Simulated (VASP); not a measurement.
# WSe in VASP: relaxation of the atoms with PBE

Aim: the relaxation of the atoms of WSe with PBE.

All numbers are computed with VASP 6.6.1; they aren't measurements. Logs are shortened: lines on timing, memory, paths and dates and some standing lists are left out, and cuts for length are marked.

**1. The cell of the first run**

The cell holds a slab with vacuum, 4 atoms: a = 3.320 Å, b = 3.320 Å, c = 31.654 Å, α = 90.00°, β = 90.00°, γ = 120.00°.

**2. Relaxation of the atoms, PBE**

Contents of INCAR:

```
SYSTEM = WSe
ALGO = Normal ; DIPOL = 0.5 0.5 0.500
EDIFF = 1E-7 ; EDIFFG = -0.02
ENCUT = 520 ; GGA = PE
IBRION = 2 ; IDIPOL = 3
ISIF = 2 ; ISMEAR = 0
LASPH = .True. ; LCHARG = .False.
LDIPOL = .True. ; LREAL = .False.
LWAVE = .False. ; NELM = 100
NSW = 80 ; PREC = Accurate
SIGMA = 0.05
```

Contents of KPOINTS:

```
k-points
0
Gamma
  9 9 1
  0 0 0
```

Contents of POSCAR:

```
WSe
1.0
    3.3200828448      0.0000000000      0.0000000000
   -1.6600414224      2.8752760862      0.0000000000
    0.0000000000      0.0000000000     31.6542363175
W Se
2 2
Direct
    0.0000000000      0.0000000000      0.2369351111
    0.0000000000      0.0000000000      0.7630648889
    0.3333333333      0.6666666667      0.2899562485
    0.3333333333      0.6666666667      0.7100437515
```

Potentials or basis: VASP PAW PBE potentials, release 64 (W_sv, Se).

On the command line:

```console
$ cat potpaw_PBE.64/W_sv/POTCAR potpaw_PBE.64/Se/POTCAR > POTCAR
$ mpirun -np 1 vasp_std > vasp.out
```

OUTCAR:

```text
SYSTEM = WSe
   EDIFF = 1E-7
   EDIFFG = -0.02
   ENCUT = 520
   GGA = PE
   IBRION = 2
   ISIF = 2
   ISMEAR = 0
   LASPH = .True.
   LREAL = .False.
   NELM = 100
   NSW = 80
   PREC = Accurate

 ion  position               nearest neighbor table
   1  0.000  0.000  0.237-   3 2.55   3 2.55   3 2.55
   2  0.000  0.000  0.763-   4 2.55   4 2.55   4 2.55
   3  0.333  0.667  0.290-   1 2.55   1 2.55   1 2.55
   4  0.333  0.667  0.710-   2 2.55   2 2.55   2 2.55

  LATTYP: Found a hexagonal cell.
 ALAT       =     3.3200828448
 C/A-ratio  =     9.5341706208

  Lattice vectors:

 A1 = (   3.3200828448,   0.0000000000,   0.0000000000)
 A2 = (  -1.6600414224,   2.8752760862,   0.0000000000)
 A3 = (   0.0000000000,   0.0000000000,  31.6542363175)

Analysis of symmetry for initial positions (statically):
=====================================================================
 Subroutine PRICEL returns:
 Original cell was already a primitive cell.

 Routine SETGRP: Setting up the symmetry group for a
 hexagonal supercell.

 Subroutine GETGRP returns: Found 12 space group operations
 (whereof 12 operations were pure point group operations)
 out of a pool of 24 trial point group operations.

The static configuration has the point symmetry D_3h.

Analysis of symmetry for dynamics (positions and initial velocities):
=====================================================================
 Subroutine PRICEL returns:
 Original cell was already a primitive cell.

 Routine SETGRP: Setting up the symmetry group for a
 hexagonal supercell.

 Subroutine GETGRP returns: Found 12 space group operations
 (whereof 12 operations were pure point group operations)
 out of a pool of 24 trial point group operations.

The dynamic configuration has the point symmetry D_3h.

 Subroutine INISYM returns: Found 12 space group operations
 (whereof 12 operations are pure point group operations),
 and found     1 'primitive' translations

----------------------------------------------------------------------------------------

                                     Primitive cell

  volume of cell :     302.1762

  direct lattice vectors                    reciprocal lattice vectors
     3.320082845  0.000000000  0.000000000     0.301197303  0.173896344  0.000000000
    -1.660041422  2.875276086  0.000000000     0.000000000  0.347792688  0.000000000
     0.000000000  0.000000000 31.654236318     0.000000000  0.000000000  0.031591348

  length of vectors
     3.320082845  3.320082845 31.654236318     0.347792688  0.347792688  0.031591348

  position of ions in fractional coordinates (direct lattice)
     0.000000000  0.000000000  0.236935111
     0.000000000  0.000000000  0.763064889
     0.333333333  0.666666667  0.289956248
     0.333333333  0.666666667  0.710043752

  ion indices of the primitive-cell ions
   primitive index   ion index
                 1           1
                 2           2
                 3           3
                 4           4

----------------------------------------------------------------------------------------

 KPOINTS: k-points

Automatic generation of k-mesh.
 Grid dimensions read from file:
 generate k-points for:    9    9    1

 Generating k-lattice:

  Cartesian coordinates                     Fractional coordinates (reciprocal lattice)
     0.033466367  0.019321816  0.000000000     0.111111111  0.000000000  0.000000000
     0.000000000  0.038643632  0.000000000     0.000000000  0.111111111  0.000000000
     0.000000000  0.000000000  0.031591348     0.000000000  0.000000000  1.000000000

  Length of vectors
     0.038643632  0.038643632  0.031591348

  Shift w.r.t. Gamma in fractional coordinates (k-lattice)
     0.000000000  0.000000000  0.000000000

 Subroutine IBZKPT returns following result:
 ===========================================

 Found     12 irreducible k-points:

 Following reciprocal coordinates:
            Coordinates               Weight
  0.000000  0.000000  0.000000      1.000000
  0.111111 -0.000000  0.000000      6.000000
  0.222222 -0.000000  0.000000      6.000000
  0.333333 -0.000000  0.000000      6.000000
  0.444444 -0.000000  0.000000      6.000000
  0.111111  0.111111  0.000000      6.000000
  0.222222  0.111111  0.000000     12.000000
  0.333333  0.111111  0.000000     12.000000
  0.444444  0.111111  0.000000      6.000000
  0.222222  0.222222  0.000000      6.000000
  0.333333  0.222222  0.000000     12.000000
  0.333333  0.333333  0.000000      2.000000
   k-points           NKPTS =     12   k-points in BZ     NKDIM =     12   number of bands    NBANDS=     24
   number of dos      NEDOS =    301   number of ions     NIONS =      4
   total plane-waves  NPLWV = 188160
   dimension x,y,z NGX =    28 NGY =   28 NGZ =  240
   dimension x,y,z NGXF=    56 NGYF=   56 NGZF=  480
   ions per type =               2   2
   NGX,Y,Z   is equivalent  to a cutoff of  14.02, 14.02, 12.60 a.u.
   NGXF,Y,Z  is equivalent  to a cutoff of  28.04, 28.04, 25.21 a.u.
 SYSTEM =  WSe
   PREC   = accura    normal or accurate (medium, high low for compatibility)
   ISTART =      0    job   : 0-new  1-cont  2-samecut
   ICHARG =      2    charge: 1-file 2-atom 10-const
   ISPIN  =      1    spin polarized calculation?
   LNONCOLLINEAR =      F non collinear calculations
   LSORBIT =      F    spin-orbit coupling
   LASPH  =      T    aspherical Exc in radial PAW
   ENCUT  =  520.0 eV  38.22 Ry    6.18 a.u.   6.17  6.17 58.86*2*pi/ulx,y,z
   NELM   =    100;   NELMIN=  2; NELMDL= -5     # of ELM steps
   EDIFF  = 0.1E-06   stopping-criterion for ELM
   LREAL  =      F    real-space projection
   EDIFFG = -.2E-01   stopping-criterion for IOM
   NSW    =     80    number of steps for IOM
   IBRION =      2    ionic relax: 0-MD 1-quasi-New 2-CG
   NFREE  =      1    steps in history (QN), initial steepest desc. (CG)
   ISIF   =      2    stress and relaxation
   ISYM   =      2    0-nonsym 1-usesym 2-fastsym
   POTIM  = 0.5000    time-step for ionic-motion
   TEBEG  =    0.0;   TEEND  =   0.0 temperature during run
   PSTRESS=    0.0 pullay stress
   NELECT =      40.0000    total number of electrons
   NUPDOWN=      -1.0000    fix difference up-down
   EMIN   =  10.00;   EMAX   =-10.00  energy-range for DOS
   EFERMI =   0.00;   METHOD = LEGACY
   ISMEAR =     0;   SIGMA  =   0.05  broadening in eV -4-tet -1-fermi 0-gaus
   EFERMI_NEDOS =   21; number of points for ismear=-14 and -15
   IALGO  =     38    algorithm
   IMIX   =      4    mixing-type and parameters
     AMIX     =   0.40;   BMIX     =  1.00
     AMIX_MAG =   1.60;   BMIX_MAG =  1.00
  volume/ion in A,a.u.               =      75.54       509.80
  Fermi-wavevector in a.u.,A,eV,Ry     =   0.834337  1.576668  9.471259  0.696118
  Thomas-Fermi vector in A             =   1.947711
   LORBIT       =      0    0 simple, 1 ext, 2 COOP (PROOUT), +10 PAW based schemes
   GGA     = PE    functional components
   LHFCALC =     F    Hartree Fock is set to
   AEXX    =    0.0000 exact exchange contribution
   IVDW    =     0    specifies the selected vdW correction
   LEPSILON=     F    determine dielectric tensor
   LRPA    =     F    only Hartree local field effects (RPA)
 conjugate gradient relaxation of ions
 non-spin polarized calculation
 Gauss-broadening in eV      SIGMA  =   0.05
  energy-cutoff  :      520.00
  volume of cell :      302.18
 maximum number of plane-waves:      8169
 NGX is ok and might be reduce to    28
   NGX = 13   NGY = 13   NGZ =117

 dipolmoment           0.000000      0.000000      0.000000 electrons x Angstroem

--------------------------------------- Ionic step        1  -------------------------------------------

 number of electron      40.0000001 magnetization

 Free energy of the ion-electron system (eV)
  ---------------------------------------------------
  ext. energy  EPLUGINS =         0.00000000
  ---------------------------------------------------
  free energy    TOTEN  =       -29.32103037 eV

  energy without entropy =      -29.32103029  energy(sigma->0) =      -29.32103033

------------------------ aborting loop because EDIFF is reached ----------------------------------------

  FORCE on cell =-STRESS in cart. coord.  units (eV):
  Direction    XX          YY          ZZ          XY          YZ          ZX
  --------------------------------------------------------------------------------------
  -------------------------------------------------------------------------------------
  Total      -11.5803561    -11.5803561     -2.2439140      0.0000000      0.0000000     -0.0000000
  in kB      -61.4005388    -61.4005388    -11.8975208      0.0000000      0.0000000     -0.0000000
  external PRESSURE =     -44.8995328 kB  Pullay stress =       0.0000000 kB
[... 61 lines left out ...]
  energy  without entropy=      -29.3426738722  energy(sigma->0) =      -29.34267388

--------------------------------------- Ionic step        3  -------------------------------------------

 number of electron      40.0000000 magnetization

 dipolmoment           0.000000      0.000000     -0.000000 electrons x Angstroem

 Free energy of the ion-electron system (eV)
  ---------------------------------------------------
  ext. energy  EPLUGINS =         0.00000000
  ---------------------------------------------------
  free energy    TOTEN  =       -29.34987935 eV

  energy without entropy =      -29.34987932  energy(sigma->0) =      -29.34987934

 E-fermi :  -1.5872     XC(G=0):  -3.9968

 val. band max:       -1.7644094933   @ k =   0.4444  -0.0000   0.0000
 cond. band min:      -1.4101881175   @ k =   0.1111   0.1111   0.0000
 fundamental gap:      0.3542213758
 Fermi energy:        -1.5872390839

 k-point     1 :       0.0000    0.0000    0.0000
  band No.  band energies     occupation
      1     -75.9233      2.00000
      2     -75.9233      2.00000
      3     -40.1540      2.00000
      4     -40.1540      2.00000
      5     -39.9411      2.00000
      6     -39.9411      2.00000
[... 313 lines left out ...]
     23       0.1477      0.00000
     24       0.1477      0.00000

------------------------ aborting loop because EDIFF is reached ----------------------------------------

 vacuum level on the upper side and lower side of the slab       (xc-potential included)        -0.113        -0.113

  FORCE on cell =-STRESS in cart. coord.  units (eV):
  Direction    XX          YY          ZZ          XY          YZ          ZX
  --------------------------------------------------------------------------------------
  -------------------------------------------------------------------------------------
  Total      -10.6913590    -10.6913590     -0.0184394      0.0000000      0.0000000      0.0000000
  in kB      -56.6869618    -56.6869618     -0.0977679      0.0000000      0.0000000      0.0000000
  external PRESSURE =     -37.8238971 kB  Pullay stress =       0.0000000 kB

 VOLUME and BASIS-vectors are now :
 -----------------------------------------------------------------------------
  energy-cutoff  :      520.00
  volume of cell :      302.18
      direct lattice vectors                 reciprocal lattice vectors
     3.320082845  0.000000000  0.000000000     0.301197303  0.173896344  0.000000000
    -1.660041422  2.875276086  0.000000000     0.000000000  0.347792688  0.000000000
     0.000000000  0.000000000 31.654236318     0.000000000  0.000000000  0.031591348
[... 10 lines left out ...]
  FREE ENERGIE OF THE ION-ELECTRON SYSTEM (eV)
  ---------------------------------------------------
  free  energy   TOTEN  =       -29.3498793545 eV

  energy  without entropy=      -29.3498793245  energy(sigma->0) =      -29.34987934

 reached required accuracy - stopping structural energy minimisation

 vacuum level on the upper side and lower side of the slab         2.928         2.928
```

Wall time 9.2 min (1 thread of Oxide Virtual Turin-like, shared host); peak memory 0.47 GiB.

What came out:

| Property | Result |
| --- | --- |
| Free energy | -29.3499 eV |
| Energy gained by relaxing | 7.2 meV/atom |
| Ionic steps | 3 |
| Band gap on the k mesh | 0.35 eV (least direct gap 0.75 eV) |

Step by step:
```csv
step,energy change (eV),largest force (eV/Å),pressure (GPa)
1,0.0000,0.6620,-4.49
2,-0.0216,0.3464,-3.41
3,-0.0288,0.0012,-3.78
```

Final structure:
```xyz
4
Lattice="3.3201 0.0000 0.0000 -1.6600 2.8753 0.0000 0.0000 0.0000 31.6542" Properties=species:S:1:pos:R:3 pbc="T T T"
W     0.0000    0.0000    7.5215
W     0.0000    0.0000   24.1328
Se    0.0000    1.9169    9.1569
Se    0.0000    1.9169   22.4973
```

Caveat: spin-orbit coupling is left out, which moves the levels of the heavy elements.
